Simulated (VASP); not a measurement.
Write the native input for VASP 6.6.1 that does the following.

```
Task                   : single point
Functional             : PBEsol
Potentials or basis    : VASP PAW PBE potentials, release 64 (Nb_sv, Cd)
Cutoff                 : 520 eV
k mesh                 : 8 × 8 × 8
Occupations            : fermi-dirac, width 0.05 eV
Spin                   : no spin polarisation
Dipole correction      : no
Further INCAR settings : ALGO = Normal; EDIFF = 1e-06; NBANDS = 32
```

The structure of NbCd3 lies in POSCAR:

```
NbCd3
1.0
    4.2315374934      0.0000000000      0.0000000000
    0.0000000000      4.2315374934      0.0000000000
    0.0000000000      0.0000000000      4.2315374934
Nb Cd
1 3
Direct
    0.0000000000      0.0000000000      0.0000000000
    0.0000000000      0.5000000000      0.5000000000
    0.5000000000      0.0000000000      0.5000000000
    0.5000000000      0.5000000000      0.0000000000
```

These files were run (other wordings do the same):

INCAR

```
SYSTEM = NbCd3
PREC = Accurate
ENCUT = 520
EDIFF = 1E-6
ISMEAR = -1
SIGMA = 0.05
LREAL = .False.
LASPH = .True.
NELM = 60
ALGO = Normal
ISIF = 2
LWAVE = .False.
LCHARG = .False.
GGA = PS
NBANDS = 32
```

KPOINTS

```
regular mesh
0
Gamma
  8 8 8
  0 0 0
```

Potentials or basis: VASP PAW PBE potentials, release 64 (Nb_sv, Cd).

Launch:

```sh
$ cat potpaw_PBE.64/Nb_sv/POTCAR potpaw_PBE.64/Cd/POTCAR > POTCAR
$ mpirun -np 1 vasp_std > vasp.out
```

It gave:

| Quantity | Value |
| --- | --- |
| Pressure | 0.5 GPa |

Caveat: the PAW data sets were made with another functional, which shifts forces and pressure a little.

Run time: 27 s on 1 thread of Intel(R) Xeon(R) Platinum 8488C (Sapphire Rapids) (shared host), peak memory 0.21 GiB.
